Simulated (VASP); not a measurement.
Wanted: the native input for a VASP 6.6.1 run.

| Quantity | Value |
| --- | --- |
| Task | single point |
| Functional | LDA |
| Potentials or basis | VASP PAW LDA potentials, release 64 (Co, Si) |
| Cutoff | 520 eV |
| k mesh | 6 × 6 × 6 |
| Occupations | fermi-dirac, width 0.02 eV |
| Spin | no spin polarisation |
| Dipole correction | no |
| Further INCAR settings | ALGO = Normal; EDIFF = 1e-06; NBANDS = 36 |

The structure of CoSi lies in POSCAR:

```
CoSi
1.0
    4.3829984359      0.0000000000      0.0000000000
    0.0000000000      4.3829984359      0.0000000000
    0.0000000000      0.0000000000      4.3829984359
Co Si
4 4
Direct
    0.1456935094      0.1456935094      0.1456935094
    0.3543064906      0.8543064906      0.6456935094
    0.6456935094      0.3543064906      0.8543064906
    0.8543064906      0.6456935094      0.3543064906
    0.8436266998      0.8436266998      0.8436266998
    0.6563733002      0.1563733002      0.3436266998
    0.3436266998      0.6563733002      0.1563733002
    0.1563733002      0.3436266998      0.6563733002
```

The input as run:

INCAR

```
SYSTEM = CoSi
  PREC = Accurate
  ENCUT = 520
  EDIFF = 1E-6
  ISMEAR = -1
  SIGMA = 0.02
  LREAL = .False.
  LASPH = .True.
  NELM = 80
  ALGO = Normal
  ISIF = 2
  LWAVE = .False.
  LCHARG = .True.
  GGA = CA
  LELF = .True.
  LVHAR = .True.
  NBANDS = 36
```

KPOINTS

```
Automatic mesh
0
Gamma
  6 6 6
  0 0 0
```

Potentials or basis: VASP PAW LDA potentials, release 64 (Co, Si).

Command:

```bash
$ cat potpaw_LDA.64/Co/POTCAR potpaw_LDA.64/Si/POTCAR > POTCAR
$ mpirun -np 1 vasp_std > vasp.out
```

Results of the run:

| Quantity | Value |
| --- | --- |
| Pressure | -5.2 GPa |
| Largest force | 0.080 eV/Å |
| Band gap on the k mesh | zero (band 26 reaches 12.47 eV, above the bottom of band 27 at 12.23 eV) |

Wall time 30 s on 1 thread of Intel(R) Xeon(R) 6975P-C (Granite Rapids), on a shared host, peak memory 0.2 GiB.
